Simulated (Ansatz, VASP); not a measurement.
# One calculation of Si, two programs

INCAR

```
PREC = Accurate
ENCUT = 520
EDIFF = 1E-6
ISMEAR = -1
SIGMA = 0.05
LREAL = False
LASPH = True
NELM = 80
ALGO = Normal
ISIF = 2
LWAVE = False
LCHARG = False
GGA = PE
NBANDS = 8
```

Contents of KPOINTS:

```
Automatic mesh
0
Gamma
  17 17 17
```

Contents of POSCAR:

```
Si
1.0
   -1.4599089718      1.4599089718      1.4599089718
    1.4599089718     -1.4599089718      1.4599089718
    1.4599089718      1.4599089718     -1.4599089718
Si
1
Direct
    0.0000000000      0.0000000000      0.0000000000
```

Input for Ansatz:

```yaml
crystal:
  lattice:
    - [-1.4599089718, 1.4599089718, 1.4599089718]
    - [1.4599089718, -1.4599089718, 1.4599089718]
    - [1.4599089718, 1.4599089718, -1.4599089718]
  atoms:
    - { symbol: Si, position: [0.0, 0.0, 0.0] }
kpoints:
  mp_grid: { grid: [17, 17, 17] }
scf:
  occupations: { method: fermi_dirac, width: 0.05 }
hamiltonian:
  xc: pbe
  pseudopotentials: { kind: all_electron, lapw: { basis_error: 0.001 } }
output:
  forces: true
  stress: true
  eigenvalues: true
  populations: true
```

Change from the starting cell: volume scaled by 0.85, LAPW.

Alike in both runs: task single point; functional PBE; k mesh 17 × 17 × 17; occupations fermi-dirac, width 0.05 eV; no spin polarisation.

|  | VASP | Ansatz |
| --- | --- | --- |
| version | VASP 6.6.1 | Ansatz 0.2.0 |
| potentials or method | VASP PAW PBE potentials, release 64 (Si), cutoff 520 eV | all-electron LAPW, scalar-relativistic |

Ansatz gave:

- pressure (GPa): 21.5

Which values does VASP return?

Pressure (GPa): 21.4.

Ansatz ran all-electron here, and VASP with PAW potentials.
